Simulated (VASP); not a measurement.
Wanted: the native input for a VASP 6.6.1 run.

```yaml
Task: relaxation of cell and atoms
Functional: r2SCAN
Potentials_or_basis: VASP PAW PBE potentials, release 64 (Zr_sv, O)
Cutoff: 600 eV
k_mesh: 12 × 12 × 12
Occupations: gaussian, width 0.1 eV
Spin: no spin polarisation
Dipole_correction: no
Further_INCAR_settings: ALGO = Normal; EDIFF = 1e-07; IBRION = 2; EDIFFG = -0.01; NSW = 100; ISIF = 3
```

Zr3O:

```
Zr O
1.0
     4.14408    0.00000    0.00000
     0.00000    4.14408    0.00000
     0.00000    0.00000    4.14408
Zr O
3 1
Direct
  0.00000 0.50000 0.50000
  0.50000 0.00000 0.50000
  0.50000 0.50000 0.00000
  0.00000 0.00000 0.00000
```

The input as run:

POSCAR

```
Zr3O
1.0
    4.1440791751      0.0000000000      0.0000000000
    0.0000000000      4.1440791751      0.0000000000
    0.0000000000      0.0000000000      4.1440791751
Zr O
3 1
Direct
    0.0000000000      0.5000000000      0.5000000000
    0.5000000000      0.0000000000      0.5000000000
    0.5000000000      0.5000000000      0.0000000000
    0.0000000000      0.0000000000      0.0000000000
```

INCAR.step1

```
ALGO = Normal ; EDIFF = 1E-4
ENCUT = 600 ; GGA = PE
ISMEAR = 0 ; LASPH = T
LCHARG = F ; LREAL = F
LWAVE = T ; NELM = 80
PREC = Accurate ; SIGMA = 0.1
```

INCAR.step2

```
ALGO = Normal ; EDIFF = 1E-7
EDIFFG = -0.01 ; ENCUT = 600
IBRION = 2 ; ISIF = 3
ISMEAR = 0 ; ISTART = 1
LASPH = T ; LCHARG = F
LMIXTAU = T ; LREAL = F
LWAVE = F ; METAGGA = R2SCAN
NELM = 80 ; NSW = 100
PREC = Accurate ; SIGMA = 0.1
```

KPOINTS

```
k-points
0
Gamma
  12 12 12
```

Potentials or basis: VASP PAW PBE potentials, release 64 (Zr_sv, O).

Run with:

```sh
$ cat potpaw_PBE.64/Zr_sv/POTCAR potpaw_PBE.64/O/POTCAR > POTCAR
$ cp INCAR.step1 INCAR
$ mpirun -np 1 vasp_std > vasp.out
$ cp INCAR.step2 INCAR
$ mpirun -np 1 vasp_std > vasp.out
```

It gave:

- Relaxed volume: 18.26 Å³/atom
- Relaxed cell: a = 4.180 Å, b = 4.180 Å, c = 4.180 Å, α = 90.00°, β = 90.00°, γ = 90.00°
- Space group after relaxing (to 0.1 Å): Pm-3m (No. 221)
- Energy gained by relaxing: 2.9 meV/atom
- Ionic steps: 3
- Pressure after relaxing: 0.0 GPa
- Band gap on the k mesh: zero (bands 21 and 22 overlap by 3.10 eV)

Caveat: the PAW data sets were made with another functional, which shifts forces and pressure a little.

Run time: 23 min on 1 thread of Intel(R) Xeon(R) Platinum 8259CL CPU @ 2.50GHz (Skylake/Cascade Lake), with other jobs on the host, peak memory 0.34 GiB.
